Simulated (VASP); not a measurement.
Crystal: KTaO3.

```xyz
5
Lattice="3.9422 0.0000 0.0000 0.0000 3.9422 0.0000 0.0000 0.0000 3.9422" Properties=species:S:1:pos:R:3 pbc="T T T"
K     1.9711    1.9711    1.9711
Ta    0.0000    0.0000    0.0000
O     1.9711    0.0000    0.0000
O     0.0000    1.9711    0.0000
O     0.0000    0.0000    1.9711
```

This cell differs from its parent crystal: volume changed by -6%.

Base run:

| Quantity | Value |
| --- | --- |
| Program | VASP 6.6.1 |
| Functional | PBE |
| Potentials or basis | VASP PAW PBE potentials, release 64 (K_sv, Ta_sv_GW, O) |
| Cutoff | 600 eV |
| k mesh | 6 × 6 × 6 |
| Occupations | gaussian, width 0.01 eV |
| Spin | no spin polarisation |

Its results: band gap on the k mesh 2.29 eV, indirect (least direct gap 2.89 eV); pressure 13.6 GPa.

The run is repeated on the same cell with these changes: potentials or basis from VASP PAW PBE potentials, release 64 (K_sv, Ta_sv_GW, O) to VASP PAW PBE potentials, release 64 (K_sv, Ta_pv, O); cutoff from 600 eV to 520 eV; further incar settings from ALGO = Normal; EDIFF = 1e-06; NBANDS = 28 to ALGO = Normal; EDIFF = 1e-07; NBANDS = 27; valence electrons from 40 to 38. What comes out?

Band gap on the k mesh 2.25 eV, indirect (least direct gap 2.85 eV); pressure 14.2 GPa.

Caveats: spin-orbit coupling is left out, which moves the levels of the heavy elements.

A k mesh can miss the band edges.
